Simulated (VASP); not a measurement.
CoO:

```xyz
2
Lattice="0.0000 2.1595 2.1595 2.1595 0.0000 2.1595 2.1595 2.1595 0.0000" Properties=species:S:1:pos:R:3 pbc="T T T"
Co    0.0000    0.0000    0.0000
O     2.1595    2.1595    2.1595
```

This cell differs from its parent crystal: volume scaled by 1.04.

Base run:

```yaml
Program: VASP 6.6.1
Functional: PBEsol
Potentials_or_basis: VASP PAW PBE potentials, release 64 (Co, O)
Cutoff: 520 eV
k_mesh: 11 × 11 × 11
Occupations: fermi-dirac, width 0.05 eV
Spin: collinear spin, ferromagnetic start
Starting_moments: "[2.0, 0.0] μB"
```

Its results: band gap on the k mesh zero (filled and empty bands overlap); pressure -16.9 GPa; net moment 2.98 μB per cell; site moments Co +2.60; O +0.33 μB.

Question: The run is repeated on the same cell with these changes: functional from PBEsol to revPBE. What comes out?

Answer: Band gap on the k mesh zero (filled and empty bands overlap); pressure -4.1 GPa; net moment 2.98 μB per cell; site moments Co +2.62; O +0.31 μB.

revPBE binds less tightly than PBEsol, so the same cell stands under more pressure.

Caveats: the PAW data sets were made with another functional, which shifts forces and pressure a little; a cell with one magnetic atom can't hold antiferromagnetic order, which such compounds often take; semilocal functionals often make such compounds metallic where correlation or magnetic order opens a gap, which also shifts bond lengths.
